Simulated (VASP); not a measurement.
The system is PbSe.

```
CELL_PARAMETERS angstrom
-0.08602 3.08870 3.08870
3.08870 -0.08602 3.08870
3.00268 3.00268 0.00000
ATOMIC_POSITIONS crystal
Pb 0.00000 0.00000 0.00000
Se 0.50000 0.50000 0.50000
```

This cell differs from its parent crystal: shear xy strain -5.6%.

Base run:

- Program: VASP 6.6.1
- Functional: PBE
- Potentials or basis: VASP PAW PBE potentials, release 64 (Pb_d, Se)
- Cutoff: 520 eV
- k mesh: 8 × 8 × 8
- Occupations: fermi-dirac, width 0.02 eV
- Spin: no spin polarisation

Its results: band gap on the k mesh 0.12 eV, indirect (least direct gap 0.34 eV); pressure 0.9 GPa.

Problem. The run is repeated on the same cell with these changes: functional from PBE to r2SCAN. What comes out?

Solution. Band gap on the k mesh 0.38 eV, indirect (least direct gap 0.62 eV); pressure 0.0 GPa.

r2SCAN gives the wider gap, since meta-GGAs in the generalised Kohn-Sham scheme recover part of the derivative discontinuity.

Caveats: spin-orbit coupling is left out, which moves the levels of the heavy elements; the PAW data sets were made with another functional, which shifts forces and pressure a little (some runs).

A k mesh can miss the band edges.
